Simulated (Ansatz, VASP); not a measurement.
**AlP in VASP and in Ansatz**

Contents of INCAR:

```
SYSTEM = AlP
PREC = Accurate ; ENCUT = 500
EDIFF = 1E-6 ; ISMEAR = 0
SIGMA = 0.01 ; LREAL = .False.
LASPH = .True. ; NELM = 120
ALGO = Normal ; ISIF = 2
LWAVE = .False. ; LCHARG = .True.
GGA = PE ; LELF = .True.
LVHAR = .True. ; NBANDS = 11
GGA_COMPAT = .False.
```

The input KPOINTS:

```
regular mesh
0
Gamma
  6 6 6
  0 0 0
```

The input POSCAR:

```
AlP
1.0
    0.0000000000      2.7072075025      2.7072075025
    2.7072075025      0.0000000000      2.7072075025
    2.7072075025      2.7072075025      0.0000000000
Al P
1 1
Direct
    0.0000000000      0.0000000000      0.0000000000
    0.2500000000      0.2500000000      0.2500000000
```

Input for Ansatz:

```yaml
crystal:
  lattice:
    - [0.0, 2.7072075025276967, 2.7072075025276967]
    - [2.7072075025276967, 0.0, 2.7072075025276967]
    - [2.7072075025276967, 2.7072075025276967, 0.0]
  atoms:
    - { symbol: Al, position: [0.0, 0.0, 0.0] }
    - { symbol: P, position: [0.25, 0.25, 0.25] }
basis:
  ecutwfc: 510.0
kpoints:
  mp_grid:
    grid: [6, 6, 6]
hamiltonian:
  xc: pbe
scf:
  occupations:
    method: fixed
output:
  stress: true
```

Alike in both runs: task single point; functional PBE; k mesh 6 × 6 × 6; no spin polarisation.

```csv
,VASP,Ansatz
version,VASP 6.6.1,Ansatz 0.2.0
potentials or method,"VASP PAW PBE potentials, release 64 (Al, P), cutoff 500 eV","plane waves, PAW"
occupations,"gaussian, width 0.01 eV",fixed
valence electrons in the cell,8,8
```

|  | VASP | Ansatz | Ansatz less VASP |
| --- | --- | --- | --- |
| pressure (GPa) | 4.7 | 4.8 | +0.10 |
